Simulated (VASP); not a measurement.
# Rb (I4/mmm) in VASP: settings compared

The runs below take Rb through single point, with PBE, PBEsol, LDA.

Program: VASP 6.6.1. These are calculated values, not measurements. Logs are shortened: lines on timing, memory, paths and dates and some standing lists are left out, and cuts for length are marked.

**1. The cell of the first run**

It takes space group I4/mmm (No. 139, tetragonal). Conventional cell: a = 5.909 Å, b = 5.909 Å, c = 5.462 Å, α = 90.00°, β = 90.00°, γ = 90.00°.

**2. Single point, PBE**

The input, INCAR:

```
SYSTEM = Rb
ALGO = Fast
EDIFF = 1E-6
ENCUT = 520
GGA = PE
ISIF = 2
ISMEAR = 0
LASPH = .TRUE.
LCHARG = .FALSE.
LREAL = .FALSE.
LWAVE = .FALSE.
NBANDS = 10
NELM = 100
PREC = Accurate
SIGMA = 0.05
```

The input, KPOINTS:

```
k-points
0
G
  7 7 7
  0 0 0
```

The input, POSCAR:

```
Rb
1.0
   -2.9545118615      2.9545118615      2.7308451955
    2.9545118615     -2.9545118615      2.7308451955
    2.9545118615      2.9545118615     -2.7308451955
Rb
1
Direct
    0.0000000000      0.0000000000      0.0000000000
```

Potentials or basis: VASP PAW PBE potentials, release 64 (Rb_sv).

Launch:

```sh
$ cat potpaw_PBE.64/Rb_sv/POTCAR > POTCAR
$ mpirun -np 1 vasp_std > vasp.out
```

OUTCAR:

```text
SYSTEM = Rb
   EDIFF = 1E-6
   ENCUT = 520
   GGA = PE
   ISIF = 2
   ISMEAR = 0
   LASPH = .TRUE.
   LREAL = .FALSE.
   NELM = 100
   PREC = Accurate

 ion  position               nearest neighbor table
   1  0.000  0.000  0.000-

  LATTYP: Found a body centered tetragonal cell.
 ALAT       =     5.9090237230
 C/A-ratio  =     0.9242965754

  Lattice vectors:

 A1 = (  -2.9545118615,   2.9545118615,   2.7308451955)
 A2 = (   2.9545118615,  -2.9545118615,   2.7308451955)
 A3 = (   2.9545118615,   2.9545118615,  -2.7308451955)

Analysis of symmetry for initial positions (statically):
=====================================================================
 Subroutine PRICEL returns:
 Original cell was already a primitive cell.

 Routine SETGRP: Setting up the symmetry group for a
 body centered tetragonal supercell.

 Subroutine GETGRP returns: Found 16 space group operations
 (whereof 16 operations were pure point group operations)
 out of a pool of 16 trial point group operations.

The static configuration has the point symmetry D_4h.

Analysis of symmetry for dynamics (positions and initial velocities):
=====================================================================
 Subroutine PRICEL returns:
 Original cell was already a primitive cell.

 Routine SETGRP: Setting up the symmetry group for a
 body centered tetragonal supercell.

 Subroutine GETGRP returns: Found 16 space group operations
 (whereof 16 operations were pure point group operations)
 out of a pool of 16 trial point group operations.

The dynamic configuration has the point symmetry D_4h.

 Subroutine INISYM returns: Found 16 space group operations
 (whereof 16 operations are pure point group operations),
 and found     1 'primitive' translations

----------------------------------------------------------------------------------------

                                     Primitive cell

  volume of cell :      95.3517

  direct lattice vectors                    reciprocal lattice vectors
    -2.954511861  2.954511861  2.730845196     0.000000000  0.169232693  0.183093498
     2.954511861 -2.954511861  2.730845196     0.169232693  0.000000000  0.183093498
     2.954511861  2.954511861 -2.730845196     0.169232693  0.169232693  0.000000000

  length of vectors
     4.991572514  4.991572514  4.991572514     0.249324956  0.249324956  0.239331170

  position of ions in fractional coordinates (direct lattice)
     0.000000000  0.000000000  0.000000000

  ion indices of the primitive-cell ions
   primitive index   ion index
                 1           1

----------------------------------------------------------------------------------------

 KPOINTS: k-points

Automatic generation of k-mesh.
 Grid dimensions read from file:
 generate k-points for:    7    7    7

 Generating k-lattice:

  Cartesian coordinates                     Fractional coordinates (reciprocal lattice)
     0.000000000  0.024176099  0.026156214     0.142857143  0.000000000  0.000000000
     0.024176099  0.000000000  0.026156214     0.000000000  0.142857143  0.000000000
     0.024176099  0.024176099  0.000000000     0.000000000  0.000000000  0.142857143

  Length of vectors
     0.035617851  0.035617851  0.034190167

  Shift w.r.t. Gamma in fractional coordinates (k-lattice)
     0.000000000  0.000000000  0.000000000

 Subroutine IBZKPT returns following result:
 ===========================================

 Found     40 irreducible k-points:

 Following reciprocal coordinates:
            Coordinates               Weight
  0.000000  0.000000  0.000000      1.000000
  0.142857 -0.000000  0.000000      8.000000
  0.285714  0.000000  0.000000      8.000000
  0.428571 -0.000000  0.000000      8.000000
  0.142857  0.142857  0.000000      8.000000
  0.285714  0.142857  0.000000     16.000000
[... 16 lines left out ...]
 -0.142857  0.285714  0.142857      8.000000
 -0.428571  0.428571  0.142857      8.000000
 [... further k-points ...]
   k-points           NKPTS =     40   k-points in BZ     NKDIM =     40   number of bands    NBANDS=     10
   number of dos      NEDOS =    301   number of ions     NIONS =      1
   total plane-waves  NPLWV =  64000
   dimension x,y,z NGX =    40 NGY =   40 NGZ =   40
   dimension x,y,z NGXF=    80 NGYF=   80 NGZF=   80
   ions per type =               1
   NGX,Y,Z   is equivalent  to a cutoff of  13.32, 13.32, 13.32 a.u.
   NGXF,Y,Z  is equivalent  to a cutoff of  26.64, 26.64, 26.64 a.u.
 SYSTEM =  Rb
   PREC   = accura    normal or accurate (medium, high low for compatibility)
   ISTART =      0    job   : 0-new  1-cont  2-samecut
   ICHARG =      2    charge: 1-file 2-atom 10-const
   ISPIN  =      1    spin polarized calculation?
   LNONCOLLINEAR =      F non collinear calculations
   LSORBIT =      F    spin-orbit coupling
   LASPH  =      T    aspherical Exc in radial PAW
   ENCUT  =  520.0 eV  38.22 Ry    6.18 a.u.   9.28  9.28  9.28*2*pi/ulx,y,z
   NELM   =    100;   NELMIN=  2; NELMDL= -5     # of ELM steps
   EDIFF  = 0.1E-05   stopping-criterion for ELM
   LREAL  =      F    real-space projection
   EDIFFG = 0.1E-04   stopping-criterion for IOM
   NSW    =      0    number of steps for IOM
   IBRION =     -1    ionic relax: 0-MD 1-quasi-New 2-CG
   NFREE  =      0    steps in history (QN), initial steepest desc. (CG)
   ISIF   =      2    stress and relaxation
   ISYM   =      2    0-nonsym 1-usesym 2-fastsym
   POTIM  = 0.5000    time-step for ionic-motion
   TEBEG  =    0.0;   TEEND  =   0.0 temperature during run
   PSTRESS=    0.0 pullay stress
   NELECT =       9.0000    total number of electrons
   NUPDOWN=      -1.0000    fix difference up-down
   EMIN   =  10.00;   EMAX   =-10.00  energy-range for DOS
   EFERMI =   0.00;   METHOD = LEGACY
   ISMEAR =     0;   SIGMA  =   0.05  broadening in eV -4-tet -1-fermi 0-gaus
   EFERMI_NEDOS =   21; number of points for ismear=-14 and -15
   IALGO  =     68    algorithm
   IMIX   =      4    mixing-type and parameters
     AMIX     =   0.40;   BMIX     =  1.00
     AMIX_MAG =   1.60;   BMIX_MAG =  1.00
  volume/ion in A,a.u.               =      95.35       643.47
  Fermi-wavevector in a.u.,A,eV,Ry     =   0.745383  1.408570  7.559340  0.555596
  Thomas-Fermi vector in A             =   1.840957
   LORBIT       =      0    0 simple, 1 ext, 2 COOP (PROOUT), +10 PAW based schemes
   GGA     = PE    functional components
   LHFCALC =     F    Hartree Fock is set to
   AEXX    =    0.0000 exact exchange contribution
   IVDW    =     0    specifies the selected vdW correction
   LEPSILON=     F    determine dielectric tensor
   LRPA    =     F    only Hartree local field effects (RPA)
 non-spin polarized calculation
 RMM-DIIS sequential band-by-band and
 Gauss-broadening in eV      SIGMA  =   0.05
  energy-cutoff  :      520.00
  volume of cell :       95.35
 maximum number of plane-waves:      2584
 NGX is ok and might be reduce to    40
   NGX = 19   NGY = 19   NGZ = 19

 number of electron       9.0000000 magnetization

 Free energy of the ion-electron system (eV)
  ---------------------------------------------------
  ext. energy  EPLUGINS =         0.00000000
  ---------------------------------------------------
  free energy    TOTEN  =        -0.93824270 eV

  energy without entropy =       -0.93723841  energy(sigma->0) =       -0.93774055

 E-fermi :  -0.0942     XC(G=0):  -5.3550

 val. band max:       -0.1423770261   @ k =   0.4286  -0.0000   0.0000
 cond. band min:      -0.0840891321   @ k =  -0.4286   0.4286   0.1429
 fundamental gap:      0.0582878940
 Fermi energy:        -0.0941904531

 k-point     1 :       0.0000    0.0000    0.0000
  band No.  band energies     occupation
      1     -29.0189      2.00000
      2     -13.0653      2.00000
      3     -13.0653      2.00000
      4     -13.0649      2.00000
      5      -2.0004      2.00000
      6       3.2952      0.00000
      7       3.6975      0.00000
      8       3.6975      0.00000
      9       4.1697      0.00000
     10       4.7167      0.00000

 k-point     2 :       0.1429   -0.0000    0.0000
  band No.  band energies     occupation
      1     -29.0183      2.00000
      2     -13.0807      2.00000
      3     -13.0707      2.00000
      4     -13.0657      2.00000
      5      -1.7642      2.00000
      6       3.1373      0.00000
      7       3.2212      0.00000
      8       3.7336      0.00000
      9       4.1545      0.00000
     10       4.4393      0.00000

 k-point     3 :       0.2857    0.0000    0.0000
  band No.  band energies     occupation
      1     -29.0168      2.00000
      2     -13.1151      2.00000
      3     -13.0827      2.00000
      4     -13.0669      2.00000
      5      -1.0972      2.00000
      6       2.1500      0.00000
      7       2.6845      0.00000
      8       4.2744      0.00000
      9       4.3247      0.00000
     10       4.4092      0.00000

 k-point     4 :       0.4286   -0.0000    0.0000
  band No.  band energies     occupation
      1     -29.0157      2.00000
      2     -13.1421      2.00000
      3     -13.0923      2.00000
      4     -13.0678      2.00000
      5      -0.1424      1.82709
      6       1.0847      0.00000
      7       2.3978      0.00000
      8       4.1747      0.00000
      9       4.6657      0.00000
     10       5.1421      0.00000

 k-point     5 :       0.1429    0.1429    0.0000
  band No.  band energies     occupation
      1     -29.0172      2.00000
      2     -13.1055      2.00000
      3     -13.0761      2.00000
      4     -13.0711      2.00000
      5      -1.2939      2.00000
      6       2.5694      0.00000
      7       2.6764      0.00000
      8       3.9598      0.00000
      9       4.1071      0.00000
     10       4.6413      0.00000

 k-point     6 :       0.2857    0.1429    0.0000
  band No.  band energies     occupation
      1     -29.0159      2.00000
      2     -13.1313      2.00000
      3     -13.0903      2.00000
      4     -13.0732      2.00000
      5      -0.4538      2.00000
      6       1.6156      0.00000
      7       2.2691      0.00000
      8       3.9911      0.00000
      9       4.3916      0.00000
     10       5.0769      0.00000
[... 183 lines left out ...]
 k-point    21 :       0.4286    0.2857    0.1429
  band No.  band energies     occupation
      1     -29.0156      2.00000
      2     -13.1300      2.00000
      3     -13.0980      2.00000
      4     -13.0771      2.00000
      5       0.1700      0.00000
      6       1.1517      0.00000
      7       1.9227      0.00000
      8       3.3603      0.00000
      9       4.9249      0.00000
     10       4.9362      0.00000

 k-point    22 :      -0.2857    0.2857    0.1429
  band No.  band energies     occupation
      1     -29.0165      2.00000
      2     -13.1133      2.00000
      3     -13.0841      2.00000
      4     -13.0768      2.00000
      5      -0.9668      2.00000
      6       2.0315      0.00000
      7       3.1427      0.00000
      8       3.2233      0.00000
      9       4.5019      0.00000
     10       4.6042      0.00000

 k-point    23 :      -0.1429    0.2857    0.1429
  band No.  band energies     occupation
      1     -29.0164      2.00000
      2     -13.1109      2.00000
      3     -13.0891      2.00000
      4     -13.0762      2.00000
      5      -0.9485      2.00000
      6       2.2264      0.00000
      7       2.6966      0.00000
      8       3.4421      0.00000
      9       4.4156      0.00000
     10       4.6298      0.00000

 k-point    24 :      -0.4286    0.4286    0.1429
  band No.  band energies     occupation
      1     -29.0154      2.00000
      2     -13.1392      2.00000
      3     -13.0922      2.00000
      4     -13.0751      2.00000
      5      -0.0841      0.77510
      6       1.0028      0.00000
      7       2.9361      0.00000
      8       3.2028      0.00000
      9       4.3930      0.00000
     10       5.4364      0.00000

 [... further k-points ...]
[... 5 lines left out ...]
  --------------------------------------------------------------------------------------
  -------------------------------------------------------------------------------------
  Total       -0.0656832     -0.0656832     -0.0947627      0.0000000      0.0000000      0.0000000
  in kB       -1.1036620     -1.1036620     -1.5922794      0.0000000      0.0000000      0.0000000
  external PRESSURE =      -1.2665345 kB  Pullay stress =       0.0000000 kB

 VOLUME and BASIS-vectors are now :
 -----------------------------------------------------------------------------
  energy-cutoff  :      520.00
  volume of cell :       95.35
      direct lattice vectors                 reciprocal lattice vectors
    -2.954511861  2.954511861  2.730845196     0.000000000  0.169232693  0.183093498
     2.954511861 -2.954511861  2.730845196     0.169232693  0.000000000  0.183093498
     2.954511861  2.954511861 -2.730845196     0.169232693  0.169232693  0.000000000

 POSITION                                       TOTAL-FORCE (eV/Angst)
 -----------------------------------------------------------------------------------
      0.00000      0.00000      0.00000        -0.000000      0.000000     -0.000000
 -----------------------------------------------------------------------------------
    total drift:                               -0.000000      0.000000     -0.000000

  FREE ENERGIE OF THE ION-ELECTRON SYSTEM (eV)
  ---------------------------------------------------
  free  energy   TOTEN  =        -0.9382426957 eV

  energy  without entropy=       -0.9372384074  energy(sigma->0) =       -0.93774055
```

Wall time 45 s (1 thread of Intel Xeon Platinum 8488C (Sapphire Rapids), shared host); peak memory 0.24 GiB.

What came out:

| Item | Value |
| --- | --- |
| Free energy | -0.9382 eV |
| Pressure | -0.1 GPa |

Levels at points of the mesh, in eV from the Fermi level:
| k point | band 3 | band 4 | band 5 | band 6 | band 7 | band 8 |
| --- | --- | --- | --- | --- | --- | --- |
| (0.00, 0.00, 0.00) | -12.97 | -12.97 | -1.91 | 3.39 | 3.79 | 3.79 |

**3. Single point, PBEsol**

The input, INCAR:

```
SYSTEM = Rb
PREC = Accurate
ENCUT = 520
EDIFF = 1E-6
ISMEAR = -5
SIGMA = 0.05
LREAL = .FALSE.
LASPH = .TRUE.
NELM = 80
ALGO = Normal
ISIF = 2
LWAVE = .FALSE.
LCHARG = .FALSE.
GGA = PS
NBANDS = 10
```

The input, KPOINTS:

```
regular mesh
0
G
  7 7 7
  0 0 0
```

POSCAR is that of step 2.

Potentials or basis: VASP PAW PBE potentials, release 64 (Rb_sv).

Launch:

```sh
$ cat potpaw_PBE.64/Rb_sv/POTCAR > POTCAR
$ mpirun -np 1 vasp_std > vasp.out
```

Wall time 46 s (1 thread of Intel Xeon Platinum 8488C (Sapphire Rapids), shared host); peak memory 0.24 GiB.

Results (log left out):

```
Free energy : -1.0174 eV
Pressure    : -0.2 GPa
```

Levels at points of the mesh, in eV from the Fermi level:
| k point | band 2 | band 3 | band 4 | band 5 | band 6 | band 7 | band 8 | band 9 |
| --- | --- | --- | --- | --- | --- | --- | --- | --- |
| (0.00, 0.00, 0.00) | -12.96 | -12.96 | -12.96 | -1.94 | 3.36 | 3.77 | 3.77 | 4.25 |

Caveat: the PAW data sets were made with another functional, which shifts forces and pressure a little; tetrahedron occupations give inexact forces and stress in metals.

[end of part 1 of 2]
